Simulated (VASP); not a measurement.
# LiRe2H3 (P6/mmm) in VASP: notebook

Runs on LiRe2H3. Level: PBE. Tasks: single point, relaxation of cell and atoms.

Program: VASP 6.6.1. These are calculated values, not measurements. Logs are shortened: lines on timing, memory, paths and dates and some standing lists are left out, and cuts for length are marked.

**1. The cell of the first run**

Symmetry: P6/mmm, No. 191, hexagonal system. Conventional cell: a = 4.609 Å, b = 4.609 Å, c = 2.898 Å, α = 90.00°, β = 90.00°, γ = 120.00°. Li (site symmetry 6/mmm) has 6 H at 2.30 Å and 2 Li at 2.90 Å within 3.0 Å. Re (site symmetry -6m2) has 6 H at 1.97 Å within 2.6 Å. H (site symmetry mmm) has 4 Re at 1.97 Å and 2 Li at 2.30 Å and 4 H at 2.30 Å within 2.6 Å.

**2. Single point, PBE**

INCAR reads:

```
SYSTEM = LiRe2H3
ALGO = Normal ; EDIFF = 1E-7
ENCUT = 520 ; GGA = PE
ISIF = 2 ; ISMEAR = 0
LASPH = .TRUE. ; LCHARG = .FALSE.
LREAL = .FALSE. ; LWAVE = .FALSE.
NBANDS = 19 ; NELM = 100
PREC = Accurate ; SIGMA = 0.1
```

KPOINTS reads:

```
k-points
0
G
  12 12 12
  0 0 0
```

POSCAR reads:

```
LiRe2H3
1.0
    4.6089543185      0.0000000000      0.0000000000
   -2.3044771593      3.9914715247      0.0000000000
    0.0000000000      0.0000000000      2.8983881794
Li Re H
1 2 3
Direct
    0.0000000000      0.0000000000      0.5000000000
    0.6666666667      0.3333333333      0.0000000000
    0.3333333333      0.6666666667      0.0000000000
    0.5000000000      0.5000000000      0.5000000000
    0.5000000000      0.0000000000      0.5000000000
    0.0000000000      0.5000000000      0.5000000000
```

Potentials or basis: VASP PAW PBE potentials, release 64 (Li_sv, Re, H).

Started as:

```bash
> cat potpaw_PBE.64/Li_sv/POTCAR potpaw_PBE.64/Re/POTCAR potpaw_PBE.64/H/POTCAR > POTCAR
> mpirun -np 1 vasp_std > vasp.out
```

OUTCAR:

```text
SYSTEM = LiRe2H3
   EDIFF = 1E-7
   ENCUT = 520
   GGA = PE
   ISIF = 2
   ISMEAR = 0
   LASPH = .TRUE.
   LREAL = .FALSE.
   NELM = 100
   PREC = Accurate

 ion  position               nearest neighbor table
   1  0.000  0.000  0.500-
   2  0.667  0.333  0.000-   6 1.97   6 1.97   5 1.97   5 1.97   4 1.97   4 1.97   3 2.66   3 2.66
                             3 2.66
   3  0.333  0.667  0.000-   6 1.97   6 1.97   5 1.97   5 1.97   4 1.97   4 1.97   2 2.66   2 2.66
                             2 2.66
   4  0.500  0.500  0.500-   2 1.97   3 1.97   2 1.97   3 1.97
   5  0.500  0.000  0.500-   2 1.97   3 1.97   2 1.97   3 1.97
   6  0.000  0.500  0.500-   2 1.97   3 1.97   2 1.97   3 1.97

  LATTYP: Found a hexagonal cell.
 ALAT       =     4.6089543185
 C/A-ratio  =     0.6288602531

  Lattice vectors:

 A1 = (   4.6089543185,   0.0000000000,   0.0000000000)
 A2 = (  -2.3044771593,   3.9914715247,   0.0000000000)
 A3 = (   0.0000000000,   0.0000000000,   2.8983881794)

Analysis of symmetry for initial positions (statically):
=====================================================================
 Subroutine PRICEL returns:
 Original cell was already a primitive cell.

 Routine SETGRP: Setting up the symmetry group for a
 hexagonal supercell.

 Subroutine GETGRP returns: Found 24 space group operations
 (whereof 24 operations were pure point group operations)
 out of a pool of 24 trial point group operations.

The static configuration has the point symmetry D_6h.

Analysis of symmetry for dynamics (positions and initial velocities):
=====================================================================
 Subroutine PRICEL returns:
 Original cell was already a primitive cell.

 Routine SETGRP: Setting up the symmetry group for a
 hexagonal supercell.

 Subroutine GETGRP returns: Found 24 space group operations
 (whereof 24 operations were pure point group operations)
 out of a pool of 24 trial point group operations.

The dynamic configuration has the point symmetry D_6h.

 Subroutine INISYM returns: Found 24 space group operations
 (whereof 24 operations are pure point group operations),
 and found     1 'primitive' translations

----------------------------------------------------------------------------------------

                                     Primitive cell

  volume of cell :      53.3202

  direct lattice vectors                    reciprocal lattice vectors
     4.608954319  0.000000000  0.000000000     0.216968955  0.125267084  0.000000000
    -2.304477159  3.991471525  0.000000000     0.000000000  0.250534169  0.000000000
     0.000000000  0.000000000  2.898388179     0.000000000  0.000000000  0.345019348

  length of vectors
     4.608954319  4.608954319  2.898388179     0.250534169  0.250534169  0.345019348

  position of ions in fractional coordinates (direct lattice)
     0.000000000  0.000000000  0.500000000
     0.666666667  0.333333333  0.000000000
     0.333333333  0.666666667  0.000000000
     0.500000000  0.500000000  0.500000000
     0.500000000  0.000000000  0.500000000
     0.000000000  0.500000000  0.500000000

  ion indices of the primitive-cell ions
   primitive index   ion index
                 1           1
                 2           2
                 3           3
                 4           4
                 5           5
                 6           6

----------------------------------------------------------------------------------------

 KPOINTS: k-points

Automatic generation of k-mesh.
 Grid dimensions read from file:
 generate k-points for:   12   12   12

 Generating k-lattice:

  Cartesian coordinates                     Fractional coordinates (reciprocal lattice)
     0.018080746  0.010438924  0.000000000     0.083333333  0.000000000  0.000000000
     0.000000000  0.020877847  0.000000000     0.000000000  0.083333333  0.000000000
     0.000000000  0.000000000  0.028751612     0.000000000  0.000000000  0.083333333

  Length of vectors
     0.020877847  0.020877847  0.028751612

  Shift w.r.t. Gamma in fractional coordinates (k-lattice)
     0.000000000  0.000000000  0.000000000

 Subroutine IBZKPT returns following result:
 ===========================================

 Found    133 irreducible k-points:

 Following reciprocal coordinates:
            Coordinates               Weight
  0.000000  0.000000  0.000000      1.000000
  0.083333  0.000000  0.000000      6.000000
  0.166667 -0.000000  0.000000      6.000000
  0.250000  0.000000  0.000000      6.000000
  0.333333  0.000000  0.000000      6.000000
  0.416667  0.000000  0.000000      6.000000
[... 16 lines left out ...]
  0.250000  0.000000  0.083333     12.000000
  0.333333  0.000000  0.083333     12.000000
 [... further k-points ...]
   k-points           NKPTS =    133   k-points in BZ     NKDIM =    133   number of bands    NBANDS=     19
   number of dos      NEDOS =    301   number of ions     NIONS =      6
   total plane-waves  NPLWV =  31104
   dimension x,y,z NGX =    36 NGY =   36 NGZ =   24
   dimension x,y,z NGXF=    72 NGYF=   72 NGZF=   48
   ions per type =               1   2   3
   NGX,Y,Z   is equivalent  to a cutoff of  12.99, 12.99, 13.77 a.u.
   NGXF,Y,Z  is equivalent  to a cutoff of  25.97, 25.97, 27.53 a.u.
 SYSTEM =  LiRe2H3
   PREC   = accura    normal or accurate (medium, high low for compatibility)
   ISTART =      0    job   : 0-new  1-cont  2-samecut
   ICHARG =      2    charge: 1-file 2-atom 10-const
   ISPIN  =      1    spin polarized calculation?
   LNONCOLLINEAR =      F non collinear calculations
   LSORBIT =      F    spin-orbit coupling
   LASPH  =      T    aspherical Exc in radial PAW
   ENCUT  =  520.0 eV  38.22 Ry    6.18 a.u.   8.57  8.57  5.39*2*pi/ulx,y,z
   NELM   =    100;   NELMIN=  2; NELMDL= -5     # of ELM steps
   EDIFF  = 0.1E-06   stopping-criterion for ELM
   LREAL  =      F    real-space projection
   EDIFFG = 0.1E-05   stopping-criterion for IOM
   NSW    =      0    number of steps for IOM
   IBRION =     -1    ionic relax: 0-MD 1-quasi-New 2-CG
   NFREE  =      0    steps in history (QN), initial steepest desc. (CG)
   ISIF   =      2    stress and relaxation
   ISYM   =      2    0-nonsym 1-usesym 2-fastsym
   POTIM  = 0.5000    time-step for ionic-motion
   TEBEG  =    0.0;   TEEND  =   0.0 temperature during run
   PSTRESS=    0.0 pullay stress
   NELECT =      20.0000    total number of electrons
   NUPDOWN=      -1.0000    fix difference up-down
   EMIN   =  10.00;   EMAX   =-10.00  energy-range for DOS
   EFERMI =   0.00;   METHOD = LEGACY
   ISMEAR =     0;   SIGMA  =   0.10  broadening in eV -4-tet -1-fermi 0-gaus
   EFERMI_NEDOS =   21; number of points for ismear=-14 and -15
   IALGO  =     38    algorithm
   IMIX   =      4    mixing-type and parameters
     AMIX     =   0.40;   BMIX     =  1.00
     AMIX_MAG =   1.60;   BMIX_MAG =  1.00
  volume/ion in A,a.u.               =       8.89        59.97
  Fermi-wavevector in a.u.,A,eV,Ry     =   1.180649  2.231103 18.965600  1.393932
  Thomas-Fermi vector in A             =   2.316937
   LORBIT       =      0    0 simple, 1 ext, 2 COOP (PROOUT), +10 PAW based schemes
   GGA     = PE    functional components
   LHFCALC =     F    Hartree Fock is set to
   AEXX    =    0.0000 exact exchange contribution
   IVDW    =     0    specifies the selected vdW correction
   LEPSILON=     F    determine dielectric tensor
   LRPA    =     F    only Hartree local field effects (RPA)
 non-spin polarized calculation
 Gauss-broadening in eV      SIGMA  =   0.10
  energy-cutoff  :      520.00
  volume of cell :       53.32
 maximum number of plane-waves:      1462
 NGX is ok and might be reduce to    36
   NGX = 17   NGY = 17   NGZ = 11

 number of electron      19.9999992 magnetization

 Free energy of the ion-electron system (eV)
  ---------------------------------------------------
  ext. energy  EPLUGINS =         0.00000000
  ---------------------------------------------------
  free energy    TOTEN  =       -34.96142945 eV

  energy without entropy =      -34.94849911  energy(sigma->0) =      -34.95496428

 E-fermi :   5.2730     XC(G=0): -11.6177

 val. band max:        5.2511316594   @ k =   0.3333   0.2500   0.0833
 cond. band min:       5.2817329824   @ k =   0.2500   0.2500   0.5000
 fundamental gap:      0.0306013230
 Fermi energy:         5.2729673969

 k-point     1 :       0.0000    0.0000    0.0000
  band No.  band energies     occupation
      1     -40.2524      2.00000
      2      -6.0703      2.00000
      3      -0.1921      2.00000
      4      -0.1921      2.00000
      5       0.8724      2.00000
      6       1.3072      2.00000
[... 11 lines left out ...]
     18      13.1323      0.00000
     19      14.5522      0.00000

 k-point     2 :       0.0833    0.0000    0.0000
  band No.  band energies     occupation
      1     -40.2524      2.00000
      2      -6.0162      2.00000
      3      -0.4739      2.00000
      4      -0.2039      2.00000
      5       0.9214      2.00000
      6       1.4993      2.00000
[... 11 lines left out ...]
     18      12.9947      0.00000
     19      14.7220      0.00000

 k-point     3 :       0.1667   -0.0000    0.0000
  band No.  band energies     occupation
      1     -40.2523      2.00000
      2      -5.8568      2.00000
      3      -1.0645      2.00000
      4      -0.2357      2.00000
      5       1.0635      2.00000
      6       1.7277      2.00000
[... 11 lines left out ...]
     18      12.7296      0.00000
     19      15.2065      0.00000

 k-point     4 :       0.2500    0.0000    0.0000
  band No.  band energies     occupation
      1     -40.2523      2.00000
      2      -5.6023      2.00000
      3      -1.7333      2.00000
      4      -0.2785      2.00000
      5       1.2805      2.00000
      6       1.5647      2.00000
[... 407 lines left out ...]
     18      12.8015      0.00000
     19      14.2537      0.00000

 k-point    23 :       0.2500    0.0000    0.0833
  band No.  band energies     occupation
      1     -40.2515      2.00000
      2      -5.4244      2.00000
      3      -1.7087      2.00000
      4      -0.4537      2.00000
      5       1.3542      2.00000
      6       1.6347      2.00000
[... 11 lines left out ...]
     18      12.7194      0.00000
     19      14.8458      0.00000

 k-point    24 :       0.3333    0.0000    0.0833
  band No.  band energies     occupation
      1     -40.2514      2.00000
      2      -5.1045      2.00000
      3      -2.3191      2.00000
      4      -0.4956      2.00000
      5       1.3590      2.00000
      6       1.6296      2.00000
[... 11 lines left out ...]
     18      13.0848      0.00000
     19      15.5125      0.00000

 [... further k-points ...]
[... 5 lines left out ...]
  --------------------------------------------------------------------------------------
  -------------------------------------------------------------------------------------
  Total       -0.0225046     -0.0225046      0.1825094      0.0000000      0.0000000      0.0000000
  in kB       -0.6762232     -0.6762232      5.4840810      0.0000000      0.0000000      0.0000000
  external PRESSURE =       1.3772115 kB  Pullay stress =       0.0000000 kB

 VOLUME and BASIS-vectors are now :
 -----------------------------------------------------------------------------
  energy-cutoff  :      520.00
  volume of cell :       53.32
      direct lattice vectors                 reciprocal lattice vectors
     4.608954319  0.000000000  0.000000000     0.216968955  0.125267084  0.000000000
    -2.304477159  3.991471525  0.000000000     0.000000000  0.250534169  0.000000000
     0.000000000  0.000000000  2.898388179     0.000000000  0.000000000  0.345019348

 POSITION                                       TOTAL-FORCE (eV/Angst)
 -----------------------------------------------------------------------------------
      0.00000      0.00000      1.44919         0.000000      0.000000      0.000000
      2.30448      1.33049      0.00000        -0.000000      0.000000      0.000000
     -0.00000      2.66098      0.00000        -0.000000      0.000000      0.000000
      1.15224      1.99574      1.44919         0.000000      0.000000      0.000000
      2.30448      0.00000      1.44919         0.000000      0.000000      0.000000
     -1.15224      1.99574      1.44919         0.000000      0.000000      0.000000
 -----------------------------------------------------------------------------------
    total drift:                                0.000000      0.000000      0.000000

  FREE ENERGIE OF THE ION-ELECTRON SYSTEM (eV)
  ---------------------------------------------------
  free  energy   TOTEN  =       -34.9614294542 eV

  energy  without entropy=      -34.9484991144  energy(sigma->0) =      -34.95496428
```

It took 67 s on 1 thread of Intel Xeon 6975P-C (Granite Rapids), shared host; peak memory 0.27 GiB.

What came out:

```
Free energy            : -34.9614 eV
Band gap on the k mesh : zero (band 10 reaches 6.40 eV, above the bottom of band 11 at 4.11 eV)
```

Levels at points of the mesh, in eV from the Fermi level:
| k point | band 8 | band 9 | band 10 | band 11 | band 12 | band 13 |
| --- | --- | --- | --- | --- | --- | --- |
| (0.00, 0.00, 0.00) | -2.88 | -0.80 | -0.80 | 1.48 | 1.48 | 1.61 |
| (0.50, 0.00, 0.00) | -2.37 | -1.05 | -0.50 | 0.90 | 0.99 | 1.99 |
| (0.00, 0.00, 0.50) | -1.38 | -1.38 | -1.16 | -1.16 | 3.59 | 3.74 |
| (0.50, 0.00, 0.50) | -1.07 | -0.52 | 0.92 | 1.52 | 1.72 | 2.97 |

Caveat: the cutoff is under 1.25 times the usual one of these potentials, so pressure, stress and relaxed cells hold a basis-set (Pulay) error; spin-orbit coupling is left out, which moves the levels of the heavy elements.

**3. Relaxation of cell and atoms, PBE**

INCAR reads:

```
SYSTEM = LiRe2H3
PREC     = Accurate       ! precision mode
ENCUT    = 600            ! plane-wave cutoff, eV
EDIFF    = 1E-6           ! SCF threshold, eV
ISMEAR   = 0              ! smearing method
SIGMA    = 0.1            ! smearing width, eV
LREAL    = .FALSE.        ! projectors in reciprocal space
LASPH    = .TRUE.         ! aspherical terms in the spheres
NELM     = 100            ! most SCF steps
ALGO     = Normal         ! electronic algorithm
ISIF     = 3              ! what is computed and relaxed
LWAVE    = .FALSE.        ! write WAVECAR
LCHARG   = .FALSE.        ! write CHGCAR
GGA      = PE             ! functional
IBRION   = 2              ! ionic algorithm
NSW      = 100            ! ionic steps
EDIFFG   = -0.01          ! ionic threshold
```

KPOINTS reads:

```
regular mesh
0
G
  12 12 12
  0 0 0
```

Changes to POSCAR since step 2:

```diff
@@ -2,5 +2,5 @@
 1.0
-    4.6089543185      0.0000000000      0.0000000000
-   -2.3044771593      3.9914715247      0.0000000000
-    0.0000000000      0.0000000000      2.8983881794
+    4.6013436550      0.0000000000      0.0000000000
+   -2.3006718275      3.9848804968      0.0000000000
+    0.0000000000      0.0000000000      2.9121487306
 Li Re H
```

Potentials or basis: VASP PAW PBE potentials, release 64 (Li_sv, Re, H).

Started as:

```bash
> cat potpaw_PBE.64/Li_sv/POTCAR potpaw_PBE.64/Re/POTCAR potpaw_PBE.64/H/POTCAR > POTCAR
> mpirun -np 1 vasp_std > vasp.out
```

It took 1.7 min on 1 thread of Intel Xeon 6975P-C (Granite Rapids), shared host; peak memory 0.3 GiB.

It converged, with:

```yaml
Free_energy: -34.9655 eV
Relaxed_volume: 8.90 Å³/atom
Relaxed_cell: a = 4.606 Å, b = 4.606 Å, c = 2.905 Å, α = 90.00°, β = 90.00°, γ = 120.00°
Space_group_after_relaxing_to_0.05_Å: P6/mmm (No. 191)
Energy_gained_by_relaxing: 0.0 meV/atom
Ionic_steps: 4
Pressure_after_relaxing: 0.0 GPa
Band_gap_on_the_k_mesh: zero (band 10 reaches 6.39 eV, above the bottom of band 11 at 4.10 eV)
```

Step by step:
```csv
step,energy change (eV),largest force (eV/Å),pressure (GPa),volume (Å³)
1,0.0000,0.0000,-0.14,53.40
2,-0.0002,0.0000,0.11,53.34
3,-0.0002,0.0000,0.19,53.32
4,-0.0002,0.0000,0.00,53.38
```

Final structure:
```yaml
crystal:
  lattice:
    - [4.60637, 0.00000, 0.00000]
    - [-2.30318, 3.98923, 0.00000]
    - [0.00000, 0.00000, 2.90483]
  atoms:
    - { symbol: Li, position: [0.00000, 0.00000, 0.50000] }
    - { symbol: Re, position: [0.66667, 0.33333, 0.00000] }
    - { symbol: Re, position: [0.33333, 0.66667, 0.00000] }
    - { symbol: H, position: [0.50000, 0.50000, 0.50000] }
    - { symbol: H, position: [0.50000, 0.00000, 0.50000] }
    - { symbol: H, position: [0.00000, 0.50000, 0.50000] }
```

Levels at points of the mesh, in eV from the Fermi level:
| k point | band 8 | band 9 | band 10 | band 11 | band 12 | band 13 |
| --- | --- | --- | --- | --- | --- | --- |
| (0.00, 0.00, 0.00) | -2.87 | -0.82 | -0.82 | 1.47 | 1.47 | 1.60 |
| (0.50, 0.00, 0.00) | -2.37 | -1.07 | -0.53 | 0.88 | 1.00 | 1.98 |
| (0.00, 0.00, 0.50) | -1.38 | -1.38 | -1.16 | -1.16 | 3.54 | 3.71 |
| (0.50, 0.00, 0.50) | -1.08 | -0.50 | 0.92 | 1.51 | 1.73 | 2.97 |

Caveat: the cutoff is under 1.25 times the usual one of these potentials, so pressure, stress and relaxed cells hold a basis-set (Pulay) error; spin-orbit coupling is left out, which moves the levels of the heavy elements.
